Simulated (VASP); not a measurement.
A run of VASP 6.6.1:

INCAR

```
SYSTEM = NaCl
PREC = Accurate
ENCUT = 600
EDIFF = 1E-6
ISMEAR = 0
SIGMA = 0.02
LREAL = .False.
LASPH = .True.
NELM = 60
ALGO = Normal
ISIF = 3
LWAVE = .False.
LCHARG = .False.
GGA = PE
IBRION = 2
NSW = 100
EDIFFG = -0.01
```

Contents of KPOINTS:

```
regular mesh
0
Gamma
  8 8 8
  0 0 0
```

File POSCAR:

```
NaCl
1.0
   -2.4361073756      2.4361073756      2.3949348751
    2.4361073756     -2.4361073756      2.3949348751
    2.4361073756      2.4361073756     -2.3949348751
Na Cl
1 1
Direct
    0.0000000000      0.0000000000      0.0000000000
    0.2500000000      0.7500000000      0.5000000000
```

Potentials or basis: VASP PAW PBE potentials, release 64 (Na_pv, Cl).

The run is started by

```sh
$ cat potpaw_PBE.64/Na_pv/POTCAR potpaw_PBE.64/Cl/POTCAR > POTCAR
$ mpirun -np 1 vasp_std > vasp.out
```

Hardware: 1 thread of AMD EPYC 9R45 96-Core Processor (Zen 5), with other jobs on the host.

**Question.** Estimate the wall time of this run.

**Answer.** It took 24 s on 1 thread of AMD EPYC 9R45 96-Core Processor (Zen 5) (shared host), peak memory 0.18 GiB. Counts: scf iterations 13, k points 59, ion steps 1.
